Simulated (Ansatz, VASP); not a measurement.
## Two plane-wave programs on C

```
C
1.0
     1.22913    0.70964    3.28357
    -1.22913    0.70964    3.28357
     0.00000   -1.41928    3.28357
C
2
Direct
  0.16164 0.16164 0.14755
  0.83836 0.83836 0.85245
```

Change from the starting cell: mode 4 frozen in at -0.095 Å and mode 6 at +0.020 Å (largest displacements).

Alike in both runs: task single point; functional PBEsol; dispersion D3(BJ); k mesh 15 × 15 × 15; occupations gaussian, width 0.05 eV; no spin polarisation.

|  | VASP | Ansatz |
| --- | --- | --- |
| version | VASP 6.6.1 | Ansatz 0.2.0 |
| potentials or method | VASP PAW PBE potentials, release 64 (C), cutoff 520 eV | scalar-relativistic, plane waves, PAW |
| valence electrons in the cell | 8 | 8 |

VASP gave:

| Property | Result |
| --- | --- |
| gap on the k mesh at the Fermi level (eV) | 0.45 |
| least direct gap on the mesh (eV) | 0.45 |
| pressure (GPa) | -1.1 |
| traceless stress, the component that is largest in VASP (GPa) | 6.73 |
| rms of the force components (eV/Å) | 2.111 |

Q: Estimate Ansatz's values.

A: gap on the k mesh at the Fermi level (eV): 0.45; least direct gap on the mesh (eV): 0.45; pressure (GPa): -1.8; traceless stress, the component that is largest in VASP (GPa): 6.25; rms of the force components (eV/Å): 2.117.

VASP's potentials were made for PBE, not for PBEsol. Atom by atom the forces differ by 0.010 eV/Å (rms over components).
